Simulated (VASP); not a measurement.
Write the native input for VASP 6.6.1 that does the following.

```
Task                   : single point
Functional             : r2SCAN
Potentials or basis    : VASP PAW PBE potentials, release 64 (Si, Ni)
Cutoff                 : 520 eV
k mesh                 : 6 × 6 × 6
Occupations            : gaussian, width 0.1 eV
Spin                   : collinear spin
Starting moments       : [0.13, 0.05] μB
Dipole correction      : no
Further INCAR settings : ALGO = Normal; EDIFF = 1e-06; NBANDS = 18
```

SiNi:

```
Si Ni
1.0
     2.79987    0.00000    0.00000
     0.00000    2.79987    0.00000
     0.00000    0.00000    2.79987
Si Ni
1 1
Direct
  0.00000 0.00000 0.00000
  0.50000 0.50000 0.50000
```

One way to write it, as run:

POSCAR

```
SiNi
1.0
    2.7998727190      0.0000000000      0.0000000000
    0.0000000000      2.7998727190      0.0000000000
    0.0000000000      0.0000000000      2.7998727190
Si Ni
1 1
Direct
    0.0000000000      0.0000000000      0.0000000000
    0.5000000000      0.5000000000      0.5000000000
```

INCAR.step1

```
PREC     = Accurate       # precision mode
ENCUT    = 520            # plane-wave cutoff, eV
ISMEAR   = 0              # smearing method
SIGMA    = 0.1            # smearing width, eV
LREAL    = F              # projectors in reciprocal space
LASPH    = T              # aspherical terms in the spheres
NELM     = 150            # most SCF steps
ISPIN    = 2              # spin polarisation
MAGMOM   = 0.13 0.05      # initial moments
LMAXMIX  = 4              # l up to which the mixer works
NBANDS   = 18             # bands
GGA      = PE             # functional
ALGO     = Normal         # electronic algorithm
EDIFF    = 1E-4           # SCF threshold, eV
LWAVE    = T              # write WAVECAR
LCHARG   = F              # write CHGCAR
```

INCAR.step2

```
PREC     = Accurate       # precision mode
ENCUT    = 520            # plane-wave cutoff, eV
EDIFF    = 1E-6           # SCF threshold, eV
ISMEAR   = 0              # smearing method
SIGMA    = 0.1            # smearing width, eV
LREAL    = F              # projectors in reciprocal space
LASPH    = T              # aspherical terms in the spheres
NELM     = 150            # most SCF steps
ALGO     = Normal         # electronic algorithm
ISIF     = 2              # what is computed and relaxed
LWAVE    = F              # write WAVECAR
LCHARG   = T              # write CHGCAR
ISPIN    = 2              # spin polarisation
MAGMOM   = 0.13 0.05      # initial moments
LORBIT   = 11             # projections on sites
LMAXMIX  = 4              # l up to which the mixer works
METAGGA  = R2SCAN         # meta-GGA
LMIXTAU  = T            
LELF     = T              # ELF
LVHAR    = T            
NBANDS   = 18             # bands
ISTART   = 1
```

KPOINTS

```
regular mesh
0
Gamma
  6 6 6
```

Potentials or basis: VASP PAW PBE potentials, release 64 (Si, Ni).

Launch:

```sh
$ cat potpaw_PBE.64/Si/POTCAR potpaw_PBE.64/Ni/POTCAR > POTCAR
$ cp INCAR.step1 INCAR
$ mpirun -np 1 vasp_std > vasp.out
$ cp INCAR.step2 INCAR
$ mpirun -np 1 vasp_std > vasp.out
```

Results of the run:

- Pressure: 0.3 GPa
- Band gap on the k mesh: zero (filled and empty bands overlap)
- Net moment: 0.00 μB per cell
- Valence electrons inside the program's atomic spheres: Si 1.57; Ni 9.65

Caveat: the k points lie up to 0.37 Å⁻¹ apart, too coarse for converged energies and pressures of a metal; the PAW data sets were made with another functional, which shifts forces and pressure a little.

Run time: 22 s on 1 thread of Intel(R) Xeon(R) 6975P-C (Granite Rapids), on a shared host, peak memory 0.16 GiB.
